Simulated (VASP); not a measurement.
A run of VASP 6.6.1:

INCAR

```
SYSTEM = Sn
PREC     = Accurate       ! precision mode
ENCUT    = 520            ! plane-wave cutoff, eV
EDIFF    = 1E-6           ! SCF threshold, eV
ISMEAR   = -1             ! smearing method
SIGMA    = 0.1            ! smearing width, eV
LREAL    = .False.        ! projectors in reciprocal space
LASPH    = .True.         ! aspherical terms in the spheres
NELM     = 80             ! most SCF steps
ALGO     = Normal         ! electronic algorithm
ISIF     = 2              ! what is computed and relaxed
LWAVE    = .False.        ! write WAVECAR
LCHARG   = .True.         ! write CHGCAR
GGA      = RP             ! functional
LELF     = .True.         ! ELF
LVHAR    = .True.       
NBANDS   = 13             ! bands
```

The input KPOINTS:

```
Automatic mesh
0
Gamma
  13 13 13
  0 0 0
```

The input POSCAR:

```
Sn
1.0
   -1.9962692552      1.9962692552      1.9962692552
    1.9962692552     -1.9962692552      1.9962692552
    1.9962692552      1.9962692552     -1.9962692552
Sn
1
Direct
    0.0000000000      0.0000000000      0.0000000000
```

Potentials or basis: VASP PAW PBE potentials, release 64 (Sn_d).

Launch:

```bash
$ cat potpaw_PBE.64/Sn_d/POTCAR > POTCAR
$ mpirun -np 1 vasp_std > vasp.out
```

Hardware: 1 thread of Intel(R) Xeon(R) 6975P-C (Granite Rapids), with other jobs on the host.

Q: Estimate the wall time of this run.

A: It took 17 s on 1 thread of Intel(R) Xeon(R) 6975P-C (Granite Rapids) (shared host), peak memory 0.17 GiB. Counts: scf iterations 11, k points 84.
